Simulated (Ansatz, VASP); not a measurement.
**One calculation of BP, two programs**

```
B P
1.0
     0.00000    2.26900    2.26900
     2.26900    0.00000    2.26900
     2.26900    2.26900    0.00000
B P
1 1
Cartesian
  0.0000 0.0000 0.0000
  3.4035 3.4035 3.4035
```

Alike in both runs: task single point; functional PBE; k mesh 12 × 12 × 12; no spin polarisation.

```csv
,VASP,Ansatz
version,VASP 6.6.1,Ansatz 0.2.0
potentials or method,"VASP PAW PBE potentials, release 64 (B, P), cutoff 500 eV","scalar-relativistic, plane waves, PAW"
occupations,tetrahedron,tetrahedron-uncorrected
valence electrons in the cell,8,8
```

```tsv
	VASP	Ansatz	Ansatz less VASP
gap on the k mesh at the Fermi level (eV)	1.24	1.24	+0.004
pressure (GPa)	0.9	1.1	+0.23
```

Ansatz's warnings: band table not solved further.
